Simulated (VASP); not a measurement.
NiSb: single point with PBEsol

NiSb:

```xyz
4
Lattice="3.7985 0.0000 0.0000 -1.8992 3.2896 0.0000 0.0000 0.0000 5.2121" Properties=species:S:1:pos:R:3 pbc="T T T"
Ni    0.0000    0.0000    0.0000
Ni    0.0000    0.0000    2.6060
Sb    0.0000    2.1930    1.3030
Sb    1.8992    1.0965    3.9091
```

This cell differs from its parent crystal: biaxial strain in the a-b plane: -3.0 %, then relaxed in part.

* Program: VASP 6.6.1
* Task: single point
* Functional: PBEsol
* Potentials or basis: VASP PAW PBE potentials, release 64 (Ni, Sb)
* Cutoff: 520 eV
* k mesh: 18 × 18 × 10
* Occupations: gaussian, width 0.1 eV
* Spin: no spin polarisation
* Dipole correction: no
* Further INCAR settings: ALGO = Normal; EDIFF = 1e-06; NBANDS = 23

The pressure is 5.1 GPa. The band gap on the k mesh is zero (bands 15 and 16 overlap by 3.80 eV).

Stress tensor (GPa, compression positive):
```
7.60 0.00 0.00
0.00 7.60 0.00
0.00 0.00 0.16
```

Levels at points of the mesh, in eV from the Fermi level:
| k point | band 13 | band 14 | band 15 | band 16 | band 17 | band 18 |
| --- | --- | --- | --- | --- | --- | --- |
| (0.00, 0.00, 0.00) | -0.34 | 0.87 | 0.87 | 2.86 | 2.86 | 3.57 |
| (0.50, 0.00, 0.00) | -1.83 | -1.73 | -1.64 | -0.29 | 0.93 | 3.55 |
| (0.00, 0.00, 0.50) | 0.13 | 0.13 | 2.34 | 2.34 | 2.34 | 2.34 |
| (0.50, 0.00, 0.50) | -2.03 | -2.03 | 0.20 | 0.20 | 1.90 | 1.90 |

Run time: 3 min on 1 thread of AMD EPYC 9R45 96-Core Processor (Zen 5), with other jobs on the host, peak memory 0.37 GiB.

Caveat: the cell differs from its parent crystal (biaxial strain in the a-b plane: -3.0 %, then relaxed in part); the stress differs along the axes, from 0 to 8 GPa; the PAW data sets were made with another functional, which shifts forces and pressure a little; spin-orbit coupling is left out, which moves the levels of the heavy elements. Spin polarisation is off, so any magnetic state and its effect on volume and gap are missing.
